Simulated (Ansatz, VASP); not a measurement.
# One calculation of CO2, two programs

The input INCAR:

```
SYSTEM = CO2
PREC = Accurate ; ENCUT = 520
EDIFF = 1E-6 ; ISMEAR = 0
SIGMA = 0.05 ; LREAL = .False.
LASPH = .True. ; NELM = 60
ALGO = Normal ; ISIF = 2
LWAVE = .False. ; LCHARG = .False.
GGA = PS ; NBANDS = 44
```

File KPOINTS:

```
regular mesh
0
Gamma
  4 4 4
  0 0 0
```

POSCAR

```
CO2
1.0
    5.4809387015      0.0000000000      0.0000000000
    0.0000000000      5.7999351339      0.0000000000
    0.0000000000      0.0000000000      5.7999351339
C O
4 8
Direct
    0.0000000000      0.0000000000      0.0000000000
    0.5000000000      0.0000000000      0.5000000000
    0.5000000000      0.5000000000      0.0000000000
    0.0000000000      0.5000000000      0.5000000000
    0.1161576883      0.1161576883      0.1161576883
    0.3838423117      0.8838423117      0.6161576883
    0.6161576883      0.3838423117      0.8838423117
    0.8838423117      0.6161576883      0.3838423117
    0.8838423117      0.8838423117      0.8838423117
    0.6161576883      0.1161576883      0.3838423117
    0.3838423117      0.6161576883      0.1161576883
    0.1161576883      0.3838423117      0.6161576883
```

Input for Ansatz:

```yaml
crystal:
  lattice:
    - [5.4809387015, 0.0, 0.0]
    - [0.0, 5.7999351339, 0.0]
    - [0.0, 0.0, 5.7999351339]
  atoms:
    - { symbol: C, position: [0.0, 0.0, 0.0] }
    - { symbol: C, position: [0.5, 0.0, 0.5] }
    - { symbol: C, position: [0.5, 0.5, 0.0] }
    - { symbol: C, position: [0.0, 0.5, 0.5] }
    - { symbol: O, position: [0.1161576883, 0.1161576883, 0.1161576883] }
    - { symbol: O, position: [0.3838423117, 0.8838423117, 0.6161576883] }
    - { symbol: O, position: [0.6161576883, 0.3838423117, 0.8838423117] }
    - { symbol: O, position: [0.8838423117, 0.6161576883, 0.3838423117] }
    - { symbol: O, position: [0.8838423117, 0.8838423117, 0.8838423117] }
    - { symbol: O, position: [0.6161576883, 0.1161576883, 0.3838423117] }
    - { symbol: O, position: [0.3838423117, 0.6161576883, 0.1161576883] }
    - { symbol: O, position: [0.1161576883, 0.3838423117, 0.6161576883] }
basis:
  ecutwfc: 520.0
kpoints:
  mp_grid: { grid: [4, 4, 4] }
hamiltonian:
  xc: pbesol
scf:
  occupations: { method: gaussian, width: 0.05 }
output:
  forces: true
  stress: true
  eigenvalues: true
```

Change from the starting cell: normal strain along x -0.0550, normal strain along z +0.0000.

Alike in both runs: task single point; functional PBEsol; k mesh 4 × 4 × 4; occupations gaussian, width 0.05 eV; no spin polarisation.

|  | VASP | Ansatz |
| --- | --- | --- |
| version | VASP 6.6.1 | Ansatz 0.2.0 |
| potentials or method | VASP PAW PBE potentials, release 64 (C, O), cutoff 520 eV | scalar-relativistic, plane waves, PAW |
| valence electrons in the cell | 64 | 64 |

```tsv
	VASP	Ansatz	Ansatz less VASP
gap on the k mesh at the Fermi level (eV)	6.84	6.86	+0.018
least direct gap on the mesh (eV)	6.84	6.86	+0.018
pressure (GPa)	8.2	6.4	-1.88
traceless stress, the component that is largest in VASP (GPa)	-0.37	-0.21	+0.153
rms of the force components (eV/Å)	1.485	1.096	-0.3898
```

VASP's potentials were made for PBE, not for PBEsol. Atom by atom the forces differ by 0.390 eV/Å (rms over components). With one functional, cell and mesh, what is left measures potentials, basis and numerics.

Noted on VASP's run: the standard files for N, O and F lose accuracy on very short bonds.
